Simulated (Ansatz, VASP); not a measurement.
## B3P in VASP and in Ansatz

```
CELL_PARAMETERS angstrom
2.86966 0.00000 0.00000
-1.43483 2.48519 0.00000
0.00000 0.00000 4.88537
ATOMIC_POSITIONS crystal
B 0.66667 0.33333 0.16313
B 0.66667 0.33333 0.83687
B 0.00000 0.00000 0.00000
P 0.00000 0.00000 0.50000
```

Alike in both runs: functional PBE; k mesh 18 × 18 × 10; occupations gaussian, width 0.1 eV; no spin polarisation.

Ansatz relaxed the structure, and its values are those at the end. VASP's run is a single point on that final structure, the one shown.

|  | VASP | Ansatz |
| --- | --- | --- |
| version | VASP 6.6.1 | Ansatz 0.2.0 |
| potentials or method | VASP PAW PBE potentials, release 64 (B, P), cutoff 500 eV | scalar-relativistic, plane waves, PAW |
| valence electrons in the cell | 14 | 14 |

Ansatz gave:

```
gap on the k mesh at the Fermi level (eV) : none
pressure (GPa)                            : 0.0
rms of the force components (eV/Å)        : 0.000
```

Task: Estimate VASP's values.

Result: gap on the k mesh at the Fermi level (eV): none; pressure (GPa): 0.0; rms of the force components (eV/Å): 0.013.

A gap of «none» marks a metal or a gap that the smearing closes.
